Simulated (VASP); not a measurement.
# BeTe (F-43m) in VASP: notebook

The runs below take BeTe through single point, relaxation of cell and atoms, with LDA.

Program: VASP 6.6.1. These are calculated values, not measurements. Logs are shortened: lines on timing, memory, paths and dates and some standing lists are left out, and cuts for length are marked.

### Step 1. The cell of the first run

Symmetry: F-43m, No. 216, cubic system. The conventional cell has a = 5.430 Å, b = 5.430 Å, c = 5.430 Å, α = 90.00°, β = 90.00°, γ = 90.00°. Within 3.1 Å of Te (site symmetry -43m) lie 4 Be at 2.35 Å. Be (site symmetry -43m) has 4 Te at 2.35 Å within 3.1 Å.

### Step 2. Single point, LDA

INCAR

```
SYSTEM = BeTe
  PREC = Accurate
  ENCUT = 520
  EDIFF = 1E-6
  ISMEAR = -1
  SIGMA = 0.05
  LREAL = .False.
  LASPH = .True.
  NELM = 60
  ALGO = Normal
  ISIF = 2
  LWAVE = .False.
  LCHARG = .False.
  NBANDS = 11
```

KPOINTS

```
Automatic mesh
0
Gamma
  8 8 8
  0 0 0
```

POSCAR

```
BeTe
1.0
    0.0000000000      2.7148554883      2.7148554883
    2.7148554883      0.0000000000      2.7148554883
    2.7148554883      2.7148554883      0.0000000000
Te Be
1 1
Direct
    0.7500000000      0.7500000000      0.7500000000
    0.0000000000      0.0000000000      0.0000000000
```

Potentials or basis: VASP PAW LDA potentials, release 64 (Te, Be).

Command:

```console
> cat potpaw_LDA.64/Te/POTCAR potpaw_LDA.64/Be/POTCAR > POTCAR
> mpirun -np 1 vasp_std > vasp.out
```

OUTCAR:

```text
SYSTEM = BeTe
   PREC = Accurate
   ENCUT = 520
   EDIFF = 1E-6
   ISMEAR = -1
   LREAL = .False.
   LASPH = .True.
   NELM = 60
   ISIF = 2

 ion  position               nearest neighbor table
   1  0.750  0.750  0.750-   2 2.35   2 2.35   2 2.35   2 2.35
   2  0.000  0.000  0.000-   1 2.35   1 2.35   1 2.35   1 2.35

  LATTYP: Found a face centered cubic cell.
 ALAT       =     5.4297109766

  Lattice vectors:

 A1 = (   0.0000000000,   2.7148554883,   2.7148554883)
 A2 = (   2.7148554883,   0.0000000000,   2.7148554883)
 A3 = (   2.7148554883,   2.7148554883,   0.0000000000)

Analysis of symmetry for initial positions (statically):
=====================================================================
 Subroutine PRICEL returns:
 Original cell was already a primitive cell.

 Routine SETGRP: Setting up the symmetry group for a
 face centered cubic supercell.

 Subroutine GETGRP returns: Found 24 space group operations
 (whereof 24 operations were pure point group operations)
 out of a pool of 48 trial point group operations.

The static configuration has the point symmetry T_d .

Analysis of symmetry for dynamics (positions and initial velocities):
=====================================================================
 Subroutine PRICEL returns:
 Original cell was already a primitive cell.

 Routine SETGRP: Setting up the symmetry group for a
 face centered cubic supercell.

 Subroutine GETGRP returns: Found 24 space group operations
 (whereof 24 operations were pure point group operations)
 out of a pool of 48 trial point group operations.

The dynamic configuration has the point symmetry T_d .

 Subroutine INISYM returns: Found 24 space group operations
 (whereof 24 operations are pure point group operations),
 and found     1 'primitive' translations

----------------------------------------------------------------------------------------

                                     Primitive cell

  volume of cell :      40.0194

  direct lattice vectors                    reciprocal lattice vectors
     0.000000000  2.714855488  2.714855488    -0.184171866  0.184171866  0.184171866
     2.714855488  0.000000000  2.714855488     0.184171866 -0.184171866  0.184171866
     2.714855488  2.714855488  0.000000000     0.184171866  0.184171866 -0.184171866

  length of vectors
     3.839385451  3.839385451  3.839385451     0.318995028  0.318995028  0.318995028

  position of ions in fractional coordinates (direct lattice)
     0.750000000  0.750000000  0.750000000
     0.000000000  0.000000000  0.000000000

  ion indices of the primitive-cell ions
   primitive index   ion index
                 1           1
[... 83 lines left out ...]
   PSTRESS=    0.0 pullay stress
   NELECT =       8.0000    total number of electrons
   NUPDOWN=      -1.0000    fix difference up-down
   EMIN   =  10.00;   EMAX   =-10.00  energy-range for DOS
   EFERMI =   0.00;   METHOD = LEGACY
   ISMEAR =    -1;   SIGMA  =   0.05  broadening in eV -4-tet -1-fermi 0-gaus
   EFERMI_NEDOS =   21; number of points for ismear=-14 and -15
   IALGO  =     38    algorithm
   IMIX   =      4    mixing-type and parameters
     AMIX     =   0.40;   BMIX     =  1.00
     AMIX_MAG =   1.60;   BMIX_MAG =  1.00
  volume/ion in A,a.u.               =      20.01       135.03
  Fermi-wavevector in a.u.,A,eV,Ry     =   0.957227  1.808896 12.466785  0.916283
  Thomas-Fermi vector in A             =   2.086226
   LORBIT       =      0    0 simple, 1 ext, 2 COOP (PROOUT), +10 PAW based schemes
   GGA     = CA    functional components
   LHFCALC =     F    Hartree Fock is set to
   AEXX    =    0.0000 exact exchange contribution
   IVDW    =     0    specifies the selected vdW correction
   LEPSILON=     F    determine dielectric tensor
   LRPA    =     F    only Hartree local field effects (RPA)
 non-spin polarized calculation
  energy-cutoff  :      520.00
  volume of cell :       40.02
 maximum number of plane-waves:      1090
 NGX is ok and might be reduce to    30
   NGX = 15   NGY = 15   NGZ = 15

 number of electron       8.0000000 magnetization

 Free energy of the ion-electron system (eV)
  ---------------------------------------------------
  ext. energy  EPLUGINS =         0.00000000
  ---------------------------------------------------
  free energy    TOTEN  =        -8.67940553 eV

  energy without entropy =       -8.67940553  energy(sigma->0) =       -8.67940553

 E-fermi :   7.0436     XC(G=0):  -9.7005

 val. band max:        6.2479723880   @ k =   0.0000   0.0000   0.0000
 cond. band min:       7.8403308065   @ k =   0.5000   0.5000   0.0000
 fundamental gap:      1.5923584185
 Fermi energy:         7.0435776833

 k-point     1 :       0.0000    0.0000    0.0000
  band No.  band energies     occupation
      1      -6.8424      2.00000
      2       6.2480      2.00000
      3       6.2480      2.00000
      4       6.2480      2.00000
      5       9.7271      0.00000
      6       9.7271      0.00000
      7       9.7271      0.00000
      8      10.8089      0.00000
      9      14.5946      0.00000
     10      16.7120      0.00000
     11      16.7120      0.00000
[... 309 lines left out ...]
 k-point    24 :      -0.3750    0.2500    0.1250
  band No.  band energies     occupation
      1      -4.9275      2.00000
      2       0.4642      2.00000
      3       2.9491      2.00000
      4       3.9983      2.00000
      5      10.3102      0.00000
      6      10.7484      0.00000
      7      13.2105      0.00000
      8      14.2730      0.00000
      9      14.8637      0.00000
     10      17.9922      0.00000
     11      18.4633      0.00000

 [... further k-points ...]

------------------------ aborting loop because EDIFF is reached ----------------------------------------

  FORCE on cell =-STRESS in cart. coord.  units (eV):
  Direction    XX          YY          ZZ          XY          YZ          ZX
  --------------------------------------------------------------------------------------
  -------------------------------------------------------------------------------------
  Total        1.3349584      1.3349584      1.3349584      0.0000000      0.0000000     -0.0000000
  in kB       53.4451336     53.4451336     53.4451336      0.0000000      0.0000000     -0.0000000
  external PRESSURE =      53.4451336 kB  Pullay stress =       0.0000000 kB

 VOLUME and BASIS-vectors are now :
 -----------------------------------------------------------------------------
  energy-cutoff  :      520.00
  volume of cell :       40.02
      direct lattice vectors                 reciprocal lattice vectors
     0.000000000  2.714855488  2.714855488    -0.184171866  0.184171866  0.184171866
     2.714855488  0.000000000  2.714855488     0.184171866 -0.184171866  0.184171866
     2.714855488  2.714855488  0.000000000     0.184171866  0.184171866 -0.184171866

 POSITION                                       TOTAL-FORCE (eV/Angst)
 -----------------------------------------------------------------------------------
      4.07228      4.07228      4.07228        -0.000000     -0.000000     -0.000000
      0.00000      0.00000      0.00000         0.000000      0.000000      0.000000
 -----------------------------------------------------------------------------------
    total drift:                               -0.000000     -0.000000     -0.000000

  FREE ENERGIE OF THE ION-ELECTRON SYSTEM (eV)
  ---------------------------------------------------
  free  energy   TOTEN  =        -8.6794055297 eV

  energy  without entropy=       -8.6794055273  energy(sigma->0) =       -8.67940553
```

stdout:

```text
POSCAR found type information on POSCAR TeBe
 POSCAR found :  2 types and       2 ions
 scaLAPACK will be used
 LDA part: xc-table for (Slater(with rela. corr.)+CA(PZ))
 , standard interpolation
 POSCAR, INCAR and KPOINTS ok, starting setup
 FFT: planning ... GRIDC
 FFT: planning ... GRID_SOFT
 FFT: planning ... GRID
 WAVECAR not read
 entering main loop
```

It took 18 s on 1 thread of Intel Xeon 8259CL, shared host; peak memory 0.15 GiB.

What came out:

```yaml
Free_energy: -8.6794 eV
Pressure: 5.3 GPa
Band_gap_on_the_k_mesh: 1.59 eV, indirect (least direct gap 3.48 eV)
```

Levels at points of the mesh, in eV from the valence-band top:
| k point | band 2 | band 3 | band 4 | band 5 | band 6 | band 7 |
| --- | --- | --- | --- | --- | --- | --- |
| (0.00, 0.00, 0.00) | 0.00 | 0.00 | 0.00 | 3.48 | 3.48 | 3.48 |
| (0.50, 0.00, 0.00) | -6.27 | -1.33 | -1.33 | 3.36 | 4.49 | 4.49 |
| (0.50, 0.50, 0.00) | -5.70 | -3.08 | -3.08 | 1.59 | 2.49 | 10.29 |

Caveat: spin-orbit coupling is left out, which moves the levels of the heavy elements. A k mesh can miss the band edges.

[end of part 1 of 3]
